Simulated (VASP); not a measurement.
# SiC in VASP: single point with r2SCAN

Aim: the single point of SiC with r2SCAN.

All numbers are computed with VASP 6.6.1; they aren't measurements. Logs are shortened: lines on timing, memory, paths and dates and some standing lists are left out, and cuts for length are marked.

### 1 The cell of the first run

The typed cell holds 12 atoms: a = 3.047 Å, b = 3.047 Å, c = 14.955 Å, α = 90.00°, β = 90.00°, γ = 120.00°.

### 2 Single point, r2SCAN (10.02 Å³/atom)

POSCAR

```
SiC
1.0
    1.5237757988     -2.6391322271      0.0000000000
    1.5237757988      2.6391322271      0.0000000000
    0.0000000000      0.0000000000     14.9550414006
Si C
6 6
Direct
    0.1666896111      0.8333103889      0.8577007513
    0.8333103889      0.1666896111      0.3577007513
    0.4999842000      0.5000158000      0.5244962038
    0.5000158000      0.4999842000      0.0244962038
    0.8333601020      0.1666398980      0.6912230327
    0.1666398980      0.8333601020      0.1912230327
    0.4999941562      0.5000058438      0.6498334688
    0.5000058438      0.4999941562      0.1498334688
    0.1666544200      0.8333455800      0.9826820659
    0.8333455800      0.1666544200      0.4826820659
    0.8333228888      0.1666771112      0.8162044775
    0.1666771112      0.8333228888      0.3162044775
```

INCAR.step1

```
SYSTEM = SiC
  ALGO = Normal
  EDIFF = 1E-4
  ENCUT = 520
  GGA = PE
  ISMEAR = 0
  LASPH = .True.
  LCHARG = .False.
  LREAL = .False.
  LWAVE = .True.
  NBANDS = 36
  NELM = 60
  PREC = Accurate
  SIGMA = 0.02
```

INCAR.step2

```
SYSTEM = SiC
  ALGO = Normal
  EDIFF = 1E-6
  ENCUT = 520
  ISIF = 2
  ISMEAR = 0
  ISTART = 1
  LASPH = .True.
  LCHARG = .False.
  LMIXTAU = .True.
  LREAL = .False.
  LWAVE = .False.
  METAGGA = R2SCAN
  NBANDS = 36
  NELM = 60
  PREC = Accurate
  SIGMA = 0.02
```

KPOINTS

```
k-points
0
Gamma
  12 12 2
  0 0 0
```

Potentials or basis: VASP PAW PBE potentials, release 64 (Si, C).

Command:

```bash
> cat potpaw_PBE.64/Si/POTCAR potpaw_PBE.64/C/POTCAR > POTCAR
> cp INCAR.step1 INCAR
> mpirun -np 1 vasp_std > vasp.out
> cp INCAR.step2 INCAR
> mpirun -np 1 vasp_std > vasp.out
```

OUTCAR:

```text
SYSTEM = SiC
   EDIFF = 1E-6
   ENCUT = 520
   ISIF = 2
   ISMEAR = 0
   ISTART = 1
   LASPH = .True.
   LREAL = .False.
   METAGGA = R2SCAN
   NELM = 60
   PREC = Accurate

 ion  position               nearest neighbor table
   1  0.167  0.833  0.858-  11 1.87  11 1.87  11 1.87   9 1.87   5 3.05   5 3.05   5 3.05   4 3.05
                             4 3.05   4 3.05
   2  0.833  0.167  0.358-  12 1.87  12 1.87  12 1.87  10 1.87   6 3.05   6 3.05   6 3.05   3 3.05
                             3 3.05   3 3.05
   3  0.500  0.500  0.524-  10 1.87  10 1.87  10 1.87   7 1.87   5 3.05   5 3.05   5 3.05   2 3.05
                             2 3.05   2 3.05
   4  0.500  0.500  0.024-   9 1.87   9 1.87   9 1.87   8 1.87   6 3.05   6 3.05   6 3.05   1 3.05
                             1 3.05   1 3.05
   5  0.833  0.167  0.691-   7 1.87   7 1.87   7 1.87  11 1.87   1 3.05   1 3.05   1 3.05   3 3.05
                             3 3.05   3 3.05
   6  0.167  0.833  0.191-   8 1.87   8 1.87   8 1.87  12 1.87   2 3.05   2 3.05   2 3.05   4 3.05
                             4 3.05   4 3.05
   7  0.500  0.500  0.650-   5 1.87   5 1.87   5 1.87   3 1.87
   8  0.500  0.500  0.150-   6 1.87   6 1.87   6 1.87   4 1.87
   9  0.167  0.833  0.983-   4 1.87   4 1.87   4 1.87   1 1.87
  10  0.833  0.167  0.483-   3 1.87   3 1.87   3 1.87   2 1.87
  11  0.833  0.167  0.816-   1 1.87   1 1.87   1 1.87   5 1.87
  12  0.167  0.833  0.316-   2 1.87   2 1.87   2 1.87   6 1.87

  LATTYP: Found a base centered orthorhombic cell.
 ALAT       =     3.0475515976
 B/A-ratio  =     1.7319688560
 C/A-ratio  =     4.9072315666

  Lattice vectors:

 A1 = (   1.5237757988,  -2.6391322271,   0.0000000000)
 A2 = (   1.5237757988,   2.6391322271,   0.0000000000)
 A3 = (   0.0000000000,   0.0000000000,  14.9550414006)

Analysis of symmetry for initial positions (statically):
=====================================================================
 Subroutine PRICEL returns:
 Original cell was already a primitive cell.

 Routine SETGRP: Setting up the symmetry group for a
 base centered orthorhombic supercell.

 Subroutine GETGRP returns: Found  4 space group operations
 (whereof  2 operations were pure point group operations)
 out of a pool of  8 trial point group operations.

The static configuration has the point symmetry C_1h.
 The point group associated with its full space group is C_2v.

Analysis of symmetry for dynamics (positions and initial velocities):
=====================================================================
 Subroutine PRICEL returns:
 Original cell was already a primitive cell.

 Routine SETGRP: Setting up the symmetry group for a
 base centered orthorhombic supercell.

 Subroutine GETGRP returns: Found  4 space group operations
 (whereof  2 operations were pure point group operations)
 out of a pool of  8 trial point group operations.

The dynamic configuration has the point symmetry C_1h.
 The point group associated with its full space group is C_2v.

 Subroutine INISYM returns: Found  4 space group operations
 (whereof  2 operations are pure point group operations),
 and found     1 'primitive' translations

----------------------------------------------------------------------------------------

                                     Primitive cell

  volume of cell :     120.2818

  direct lattice vectors                    reciprocal lattice vectors
     1.523775799 -2.639132227  0.000000000     0.328132262 -0.189456214  0.000000000
     1.523775799  2.639132227  0.000000000     0.328132262  0.189456214  0.000000000
     0.000000000  0.000000000 14.955041401     0.000000000  0.000000000  0.066867083

  length of vectors
     3.047443453  3.047443453 14.955041401     0.378898982  0.378898982  0.066867083

  position of ions in fractional coordinates (direct lattice)
     0.166689611  0.833310389  0.857700751
     0.833310389  0.166689611  0.357700751
     0.499984200  0.500015800  0.524496204
     0.500015800  0.499984200  0.024496204
     0.833360102  0.166639898  0.691223033
     0.166639898  0.833360102  0.191223033
     0.499994156  0.500005844  0.649833469
     0.500005844  0.499994156  0.149833469
     0.166654420  0.833345580  0.982682066
     0.833345580  0.166654420  0.482682066
     0.833322889  0.166677111  0.816204478
     0.166677111  0.833322889  0.316204478

  ion indices of the primitive-cell ions
   primitive index   ion index
                 1           1
                 2           2
                 3           3
                 4           4
                 5           5
                 6           6
                 7           7
                 8           8
                 9           9
                10          10
                11          11
                12          12

----------------------------------------------------------------------------------------

 KPOINTS: k-points

Automatic generation of k-mesh.
 Grid dimensions read from file:
 generate k-points for:   12   12    2

 Generating k-lattice:

  Cartesian coordinates                     Fractional coordinates (reciprocal lattice)
     0.027344355 -0.015788018  0.000000000     0.083333333  0.000000000  0.000000000
     0.027344355  0.015788018  0.000000000     0.000000000  0.083333333  0.000000000
     0.000000000  0.000000000  0.033433542     0.000000000  0.000000000  0.500000000

  Length of vectors
     0.031574915  0.031574915  0.033433542

  Shift w.r.t. Gamma in fractional coordinates (k-lattice)
     0.000000000  0.000000000  0.000000000

 Subroutine IBZKPT returns following result:
 ===========================================

 Found     86 irreducible k-points:

 Following reciprocal coordinates:
            Coordinates               Weight
  0.000000  0.000000  0.000000      1.000000
  0.083333  0.000000  0.000000      4.000000
  0.166667  0.000000  0.000000      4.000000
  0.250000  0.000000  0.000000      4.000000
  0.333333  0.000000  0.000000      4.000000
  0.416667  0.000000  0.000000      4.000000
[... 16 lines left out ...]
  0.500000  0.166667  0.000000      4.000000
 -0.416667  0.166667  0.000000      4.000000
 [... further k-points ...]
   k-points           NKPTS =     86   k-points in BZ     NKDIM =     86   number of bands    NBANDS=     36
   number of dos      NEDOS =    301   number of ions     NIONS =     12
   total plane-waves  NPLWV =  64512
   dimension x,y,z NGX =    24 NGY =   24 NGZ =  112
   dimension x,y,z NGXF=    48 NGYF=   48 NGZF=  224
   ions per type =               6   6
   NGX,Y,Z   is equivalent  to a cutoff of  13.09, 13.09, 12.45 a.u.
   NGXF,Y,Z  is equivalent  to a cutoff of  26.19, 26.19, 24.90 a.u.
 SYSTEM =  SiC
   PREC   = accura    normal or accurate (medium, high low for compatibility)
   ISTART =      1    job   : 0-new  1-cont  2-samecut
   ICHARG =      0    charge: 1-file 2-atom 10-const
   ISPIN  =      1    spin polarized calculation?
   LNONCOLLINEAR =      F non collinear calculations
   LSORBIT =      F    spin-orbit coupling
   LASPH  =      T    aspherical Exc in radial PAW
   ENCUT  =  520.0 eV  38.22 Ry    6.18 a.u.   5.67  5.67 27.81*2*pi/ulx,y,z
   NELM   =     60;   NELMIN=  2; NELMDL=  0     # of ELM steps
   EDIFF  = 0.1E-05   stopping-criterion for ELM
   LREAL  =      F    real-space projection
   EDIFFG = 0.1E-04   stopping-criterion for IOM
   NSW    =      0    number of steps for IOM
   IBRION =     -1    ionic relax: 0-MD 1-quasi-New 2-CG
   NFREE  =      0    steps in history (QN), initial steepest desc. (CG)
   ISIF   =      2    stress and relaxation
   ISYM   =      2    0-nonsym 1-usesym 2-fastsym
   POTIM  = 0.5000    time-step for ionic-motion
   TEBEG  =    0.0;   TEEND  =   0.0 temperature during run
   PSTRESS=    0.0 pullay stress
   NELECT =      48.0000    total number of electrons
   NUPDOWN=      -1.0000    fix difference up-down
   EMIN   =  10.00;   EMAX   =-10.00  energy-range for DOS
   EFERMI =   0.00;   METHOD = LEGACY
   ISMEAR =     0;   SIGMA  =   0.02  broadening in eV -4-tet -1-fermi 0-gaus
   EFERMI_NEDOS =   21; number of points for ismear=-14 and -15
   IALGO  =     38    algorithm
   IMIX   =      4    mixing-type and parameters
     AMIX     =   0.40;   BMIX     =  1.00
     AMIX_MAG =   1.60;   BMIX_MAG =  1.00
  volume/ion in A,a.u.               =      10.02        67.64
  Fermi-wavevector in a.u.,A,eV,Ry     =   1.205282  2.277653 19.765244  1.452704
  Thomas-Fermi vector in A             =   2.340983
   LORBIT       =      0    0 simple, 1 ext, 2 COOP (PROOUT), +10 PAW based schemes
   METAGGA = R2SCAN    functional components
   LHFCALC =     F    Hartree Fock is set to
   AEXX    =    0.0000 exact exchange contribution
   IVDW    =     0    specifies the selected vdW correction
   LEPSILON=     F    determine dielectric tensor
   LRPA    =     F    only Hartree local field effects (RPA)
 non-spin polarized calculation
 Gauss-broadening in eV      SIGMA  =   0.02
  energy-cutoff  :      520.00
  volume of cell :      120.28
 maximum number of plane-waves:      3271
   NGX = 11   NGY = 11   NGZ = 55

 number of electron      47.9999996 magnetization

 Free energy of the ion-electron system (eV)
  ---------------------------------------------------
  ext. energy  EPLUGINS =         0.00000000
  ---------------------------------------------------
  free energy    TOTEN  =      -115.88511074 eV

  energy without entropy =     -115.88511074  energy(sigma->0) =     -115.88511074

 E-fermi :   8.4734     XC(G=0): -12.0746

 val. band max:        8.3903520197   @ k =   0.0000   0.0000   0.0000
 cond. band min:      10.7868506524   @ k =   0.5000   0.5000   0.0000
 fundamental gap:      2.3964986327
 Fermi energy:         8.4733564102

 k-point     1 :       0.0000    0.0000    0.0000
  band No.  band energies     occupation
      1      -8.1013      2.00000
      2      -7.5475      2.00000
      3      -7.5099      2.00000
      4      -5.9307      2.00000
      5      -5.8984      2.00000
      6      -4.3568      2.00000
[... 925 lines left out ...]
     35      17.2460      0.00000
     36      17.4418      0.00000

 [... further k-points ...]

------------------------ aborting loop because EDIFF is reached ----------------------------------------

  FORCE on cell =-STRESS in cart. coord.  units (eV):
  Direction    XX          YY          ZZ          XY          YZ          ZX
  --------------------------------------------------------------------------------------
  -------------------------------------------------------------------------------------
  Total        5.3540386      5.3562579      5.2990666      0.0000000      0.0000000      0.0000000
  in kB       71.3168646     71.3464267     70.5846266      0.0000000      0.0000000      0.0000000
  external PRESSURE =      71.0826393 kB  Pullay stress =       0.0000000 kB

 VOLUME and BASIS-vectors are now :
 -----------------------------------------------------------------------------
  energy-cutoff  :      520.00
  volume of cell :      120.28
      direct lattice vectors                 reciprocal lattice vectors
     1.523775799 -2.639132227  0.000000000     0.328132262 -0.189456214  0.000000000
     1.523775799  2.639132227  0.000000000     0.328132262  0.189456214  0.000000000
     0.000000000  0.000000000 14.955041401     0.000000000  0.000000000  0.066867083

 POSITION                                       TOTAL-FORCE (eV/Angst)
 -----------------------------------------------------------------------------------
      1.52378      1.75930     12.82695         0.000000      0.003362      0.002328
      1.52378     -1.75930      5.34943         0.000000     -0.003362      0.002328
      1.52378      0.00008      7.84386         0.000000     -0.002529      0.003227
      1.52378     -0.00008      0.36634         0.000000      0.002529      0.003227
      1.52378     -1.75956     10.33727         0.000000      0.003432     -0.004527
      1.52378      1.75956      2.85975         0.000000     -0.003432     -0.004527
      1.52378      0.00003      9.71829         0.000000     -0.002508     -0.000652
      1.52378     -0.00003      2.24077         0.000000      0.002508     -0.000652
      1.52378      1.75949     14.69605         0.000000     -0.002880     -0.001637
      1.52378     -1.75949      7.21853         0.000000      0.002880     -0.001637
      1.52378     -1.75937     12.20637         0.000000     -0.003368      0.001262
      1.52378      1.75937      4.72885         0.000000      0.003368      0.001262
 -----------------------------------------------------------------------------------
    total drift:                                0.000000      0.000000      0.000049

  FREE ENERGIE OF THE ION-ELECTRON SYSTEM (eV)
  ---------------------------------------------------
  free  energy   TOTEN  =      -115.8851107437 eV

  energy  without entropy=     -115.8851107437  energy(sigma->0) =     -115.88511074
```

It took 8 min on 1 thread of Intel Xeon 6975P-C (Granite Rapids), shared host; peak memory 0.42 GiB.

What came out:

```yaml
Free_energy: -115.8851 eV
Pressure: 7.1 GPa
Largest_force: 0.006 eV/Å
Band_gap_on_the_k_mesh: 2.40 eV (least direct gap 3.56 eV)
```

Forces in eV/Å, atoms in the order of the input:
```
Si   0.000  0.003  0.002
Si   0.000 -0.003  0.002
Si   0.000 -0.003  0.003
Si   0.000  0.003  0.003
Si   0.000  0.003 -0.005
Si   0.000 -0.003 -0.005
C    0.000 -0.003 -0.001
C    0.000  0.003 -0.001
C    0.000 -0.003 -0.002
C    0.000  0.003 -0.002
C    0.000 -0.003  0.001
C    0.000  0.003  0.001
```

Levels at points of the mesh, in eV from the valence-band top:
```csv
k point,band 20,band 21,band 22,band 23,band 24,band 25,band 26,band 27,band 28,band 29
"(0.00, 0.00, 0.00)",-0.32,-0.32,-0.04,0.00,0.00,6.04,6.22,6.64,7.15,7.29
"(0.50, 0.00, 0.00)",-2.37,-1.92,-1.90,-1.74,-1.16,2.40,2.63,3.74,4.41,5.20
"(0.50, 0.50, 0.00)",-2.37,-1.92,-1.90,-1.74,-1.17,2.40,2.63,3.74,4.41,5.20
"(0.00, 0.00, 0.50)",-0.67,-0.10,-0.10,-0.10,-0.10,6.11,6.11,6.87,6.87,7.64
"(0.50, 0.00, 0.50)",-2.50,-1.81,-1.81,-1.38,-1.38,2.46,2.46,3.95,3.95,5.51
"(0.50, 0.50, 0.50)",-2.51,-1.81,-1.81,-1.39,-1.39,2.46,2.46,3.95,3.95,5.50
```

Caveat: the cell stands under pressure; the PAW data sets were made with another functional, which shifts forces and pressure a little.
